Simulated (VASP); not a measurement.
A run of VASP 6.6.1:

The input INCAR:

```
ALGO     = Normal         # electronic algorithm
EDIFF    = 1E-8           # SCF threshold, eV
ENCUT    = 520            # plane-wave cutoff, eV
GGA      = PS             # functional
ISIF     = 2              # what is computed and relaxed
ISMEAR   = -1             # smearing method
LASPH    = T              # aspherical terms in the spheres
LCHARG   = F              # write CHGCAR
LEFG     = T            
LREAL    = F              # projectors in reciprocal space
LWAVE    = F              # write WAVECAR
NBANDS   = 11             # bands
NELM     = 80             # most SCF steps
PREC     = Accurate       # precision mode
SIGMA    = 0.03           # smearing width, eV
```

Contents of KPOINTS:

```
k-points
0
Gamma
  16 16 16
```

Contents of POSCAR:

```
Hf
1.0
    0.0444000000      2.2422000000      2.2422000000
    2.2422000000      0.0444000000      2.2422000000
    2.2422000000      2.2422000000      0.0444000000
Hf
1
Direct
    0.0000000000      0.0000000000      0.0000000000
```

Potentials or basis: VASP PAW PBE potentials, release 64 (Hf_pv).

Launch:

```sh
$ cat potpaw_PBE.64/Hf_pv/POTCAR > POTCAR
$ mpirun -np 1 vasp_std > vasp.out
```

Hardware: 1 thread of Intel(R) Xeon(R) 6975P-C (Granite Rapids), with other jobs on the host.

Q: Estimate the wall time of this run.

A: Wall time 27 s on 1 thread of Intel(R) Xeon(R) 6975P-C (Granite Rapids), with other jobs on the host, peak memory 0.22 GiB. Counts: scf iterations 14, k points 417.
